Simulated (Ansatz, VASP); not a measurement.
**One calculation of Ta2Ga, two programs**

```
Ta Ga
1.0
    -1.71777    1.71777    4.39708
     1.71777   -1.71777    4.39708
     1.71777    1.71777   -4.39708
Ta Ga
2 1
Cartesian
  0.0000 0.0000 5.8520
  0.0000 0.0000 2.9421
  0.0000 0.0000 0.0000
```

Alike in both runs: functional PBE; k mesh 8 × 8 × 8; occupations gaussian, width 0.1 eV; no spin polarisation.

Ansatz relaxed the structure, and its values are those at the end. VASP's run is a single point on that final structure, the one shown.

|  | VASP | Ansatz |
| --- | --- | --- |
| version | VASP 6.6.1 | Ansatz 0.2.0 |
| potentials or method | VASP PAW PBE potentials, release 64 (Ta_pv, Ga_d), cutoff 520 eV | scalar-relativistic, plane waves, PAW |
| valence electrons in the cell | 35 | 39 |

```tsv
	VASP	Ansatz	Ansatz less VASP
gap on the k mesh at the Fermi level (eV)	none	none	-
pressure (GPa)	0.2	0.0	-0.18
```

A gap of «none» marks a metal or a gap that the smearing closes. VASP's potentials hold 35 valence electrons a cell and Ansatz's 39, so a difference there can come from the potentials and not from the codes.

Spin-orbit coupling is off throughout.
